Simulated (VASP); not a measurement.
LiCl, 2 atoms in the cell. Symmetry: Fm-3m, No. 225, cubic system. The conventional cell has a = 4.964 Å, b = 4.964 Å, c = 4.964 Å, α = 90.00°, β = 90.00°, γ = 90.00°. Within 3.3 Å of Li (site symmetry m-3m) lie 6 Cl at 2.48 Å. Cl (site symmetry m-3m) has 6 Li at 2.48 Å within 3.3 Å. 

| Property | Result |
| --- | --- |
| Program | VASP 6.6.1 |
| Task | single point |
| Functional | LDA |
| Potentials or basis | VASP PAW LDA potentials, release 64 (Li_sv, Cl) |
| Cutoff | 750 eV |
| k mesh | 8 × 8 × 8 |
| Occupations | gaussian, width 0.02 eV |
| Spin | no spin polarisation |
| Dipole correction | no |
| Further INCAR settings | ALGO = Normal; EDIFF = 1e-06; NBANDS = 12; ISYM = 0 |

Potentials or basis: VASP PAW LDA potentials, release 64 (Li_sv, Cl).

Command:

```console
$ cat potpaw_LDA.64/Li_sv/POTCAR potpaw_LDA.64/Cl/POTCAR > POTCAR
$ mpirun -np 1 vasp_std > vasp.out
```

Hardware: 1 thread of Intel Xeon 8259CL, on a shared host.

Task: Estimate the wall time of this run.

Result: It took 2.4 min on 1 thread of Intel Xeon 8259CL, on a shared host, peak memory 0.26 GiB. Counts: scf iterations 11, k points 260.
